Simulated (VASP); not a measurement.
Runs of VASP 6.6.1 on Ni. The structure is that of space group Fm-3m (No. 225), or close to it. The cells are those of the table. 

```csv
level,U,fixed moment (μB),cell,k mesh,cutoff (eV),gap on the mesh (eV),pressure (GPa),moment (μB)
PBE+U,Ni d U = 2.0 eV,-,"a = 2.457 Å, angles 60.0°, 1 atom",10 × 10 × 10,690,none,(b),(a)
r2SCAN,-,-,"a = 2.474 Å, angles 60.0°, 1 atom",13 × 13 × 13,760,none,-4.3,0.74
PBE,-,0.5,"a = 2.457 Å, angles 60.0°, 1 atom",11 × 11 × 11,690,-,(c),0.50
PBE,-,2.0,"a = 2.457 Å, angles 60.0°, 1 atom",11 × 11 × 11,690,-,37.0,2.00
PBE,-,-,"a = 2.409, b = 2.409, c = 2.457 Å, angles 59.3, 59.3, 61.3°, 1 atom",11 × 11 × 11,690,none,17.4,0.57
```

Alike in all rows: task single point; potentials or basis VASP PAW PBE potentials, release 64 (Ni_sv_GW); spin collinear, ferromagnetic start; smearing fermi-dirac 0.05 eV.

Problem. Estimate the missing entries.

Solution. (a) 0.73; (b) 7.0; (c) 7.2.

Caveats: the cell stands under pressure (at least some runs); the total moment is fixed, so each spin has its own Fermi level and the state may be an excited one (at least some runs); the U is typed as a test and isn't derived for this compound (at least some runs); the cell stands under tension (at least some runs); the PAW data sets were made with another functional, which shifts forces and pressure a little (at least some runs); the stress differs along the axes, from 16 to 21 GPa (at least some runs).

A gap of «none» marks levels without a gap at the run's occupations.
